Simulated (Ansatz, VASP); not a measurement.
One calculation of PbSe, two programs

```
Pb Se
1.0
    -0.25303    2.81405    3.06709
     2.81405   -0.25303    3.06709
     2.56102    2.56102    0.00000
Pb Se
1 1
Direct
  0.00000 0.00000 0.00000
  0.50000 0.50000 0.50000
```

Change from the starting cell: engineering shear strain xy -0.1650, equal normal strain along x and y -0.0825.

Alike in both runs: task single point; functional PBE; dispersion D3(BJ); k mesh 10 × 10 × 10; occupations gaussian, width 0.03 eV; no spin polarisation.

|  | VASP | Ansatz |
| --- | --- | --- |
| version | VASP 6.6.1 | Ansatz 0.2.0 |
| potentials or method | VASP PAW PBE potentials, release 64 (Pb_d, Se), cutoff 520 eV | scalar-relativistic, plane waves, PAW |
| valence electrons in the cell | 20 | 30 |

|  | VASP | Ansatz | Ansatz less VASP |
| --- | --- | --- | --- |
| gap on the k mesh at the Fermi level (eV) | none | none | - |
| pressure (GPa) | 14.0 | 14.0 | -0.02 |
| traceless stress, the component that is largest in VASP (GPa) | -12.70 | -12.67 | +0.033 |

A gap of «none» marks a metal or a gap that the smearing closes. VASP's potentials hold 20 valence electrons a cell and Ansatz's 30, so a difference there can come from the potentials and not from the codes.

Spin-orbit coupling is off throughout.
